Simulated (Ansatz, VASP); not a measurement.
**Ca2SeO in VASP and in Ansatz**

File INCAR:

```
  ALGO = Normal
  EDIFF = 1E-6
  ENCUT = 520
  GGA = PS
  ISIF = 2
  ISMEAR = 0
  LASPH = True
  LCHARG = True
  LELF = True
  LREAL = False
  LVHAR = True
  LWAVE = False
  NBANDS = 24
  NELM = 100
  PREC = Accurate
  SIGMA = 0.01
```

File KPOINTS:

```
k-points
0
Gamma
  4 4 4
```

Contents of POSCAR:

```
Ca2SeO
1.0
    3.8828618447      0.0000000000      0.0000000000
    0.0000000000      3.8828618447      0.0000000000
    0.0000000000      0.0000000000      5.4944501843
O Ca Se
1 2 1
Direct
    0.0000000000      0.0000000000      0.0000000000
    0.0000000000      0.0000000000      0.5000000000
    0.5000000000      0.5000000000      0.0000000000
    0.5000000000      0.5000000000      0.5000000000
```

Input for Ansatz:

```yaml
crystal:
  lattice:
    - [3.8828618447, 0.0, 0.0]
    - [0.0, 3.8828618447, 0.0]
    - [0.0, 0.0, 5.4944501843]
  atoms:
    - { symbol: O, position: [0.0, 0.0, 0.0] }
    - { symbol: Ca, position: [0.0, 0.0, 0.5] }
    - { symbol: Se, position: [0.5, 0.5, 0.5] }
    - { symbol: Ca, position: [0.5, 0.5, 0.0] }
kpoints:
  mp_grid: { grid: [4, 4, 4] }
hamiltonian:
  xc: pbesol
scf:
  occupations: { method: fixed }
  n_extra_bands: 5
output:
  forces: true
  stress: true
  eigenvalues: true
```

Alike in both runs: task single point; functional PBEsol; k mesh 4 × 4 × 4; no spin polarisation.

|  | VASP | Ansatz |
| --- | --- | --- |
| version | VASP 6.6.1 | Ansatz 0.2.0 |
| potentials or method | VASP PAW PBE potentials, release 64 (O, Ca_sv, Se) | plane waves, PAW |
| plane-wave cutoff (eV) | 520 | 420 |
| occupations | gaussian, width 0.01 eV | fixed |
| valence electrons in the cell | 32 | 42 |

Ansatz gave:

* gap on the k mesh at the Fermi level (eV): 2.00
* pressure (GPa): -1.6

Q: Which values does VASP return?

A: gap on the k mesh at the Fermi level (eV): 1.98; pressure (GPa): -1.4.

VASP's potentials were made for PBE, not for PBEsol. VASP's potentials hold 32 valence electrons a cell and Ansatz's 42, so a difference there can come from the potentials and not from the codes.
